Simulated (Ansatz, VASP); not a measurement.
# One calculation of LiH, two programs

File POSCAR:

```
LiH
1.0
    0.0000000000      2.0230247895      1.9965451169
    2.0230247895      0.0000000000      1.9965451169
    2.0230247895      2.0230247895      0.0000000000
Li H
1 1
Direct
    0.0000000000      0.0000000000      0.0000000000
    0.5000000000      0.5000000000      0.5000000000
```

The input INCAR.step1:

```
PREC = Accurate
ENCUT = 520
EDIFF = 1E-5
ISMEAR = 0
SIGMA = 0.01
LREAL = F
LASPH = T
NELM = 60
ALGO = Normal
ISIF = 2
LWAVE = T
NBANDS = 9
GGA = PE
```

INCAR.step2

```
PREC = Accurate
ENCUT = 520
EDIFF = 1E-7
ISMEAR = 0
SIGMA = 0.01
LREAL = F
LASPH = T
NELM = 60
ALGO = Normal
ISIF = 2
LWAVE = F
LCHARG = T
GGA = PE
LHFCALC = T
HFSCREEN = 0.2079
PRECFOCK = Normal
LELF = T
LVHAR = T
NBANDS = 9
ISTART = 1
```

Contents of KPOINTS:

```
Automatic mesh
0
Gamma
  8 8 8
```

Input for Ansatz:

```yaml
crystal:
  lattice:
    - [0.0, 2.0230247895, 1.9965451169]
    - [2.0230247895, 0.0, 1.9965451169]
    - [2.0230247895, 2.0230247895, 0.0]
  atoms:
    - { symbol: Li, position: [0.0, 0.0, 0.0] }
    - { symbol: H, position: [0.5, 0.5, 0.5] }
kpoints:
  mp_grid: { grid: [8, 8, 8] }
  band_path:
    path:
      - [0.0, 0.0, 0.0]
      - [0.5, 0.0, 0.5]
      - [0.625, 0.25, 0.625]
      - [0.375, 0.375, 0.75]
      - [0.5, 0.5, 0.5]
      - [0.5, 0.25, 0.75]
      - [0.5, 0.5, 0.0]
      - [0.0, 0.5, 0.5]
    npoints: 1
hamiltonian:
  xc: hse06
scf:
  occupations: { method: fixed }
  n_extra_bands: 4
output:
  forces: true
  stress: true
  eigenvalues: true
```

Change from the starting cell: epitaxial_xy strain +1.0%.

Alike in both runs: task single point; functional HSE06; k mesh 8 × 8 × 8; no spin polarisation.

|  | VASP | Ansatz |
| --- | --- | --- |
| version | VASP 6.6.1 | Ansatz 0.2.0 |
| potentials or method | VASP PAW PBE potentials, release 64 (Li_sv, H) | plane waves, PAW |
| plane-wave cutoff (eV) | 520 | 420 |
| occupations | gaussian, width 0.01 eV | fixed |
| valence electrons in the cell | 4 | 4 |

Ansatz gave:

```
gap on the k mesh at the Fermi level (eV) : 3.85
```

Question: Which values does VASP return?

Answer: gap on the k mesh at the Fermi level (eV): 3.84.

Ansatz's warnings: stress exchange threshold loose, stress scf threshold loose.

Noted on VASP's run: the cutoff is under 1.25 times that of the potentials, so the pressure is a little rough.
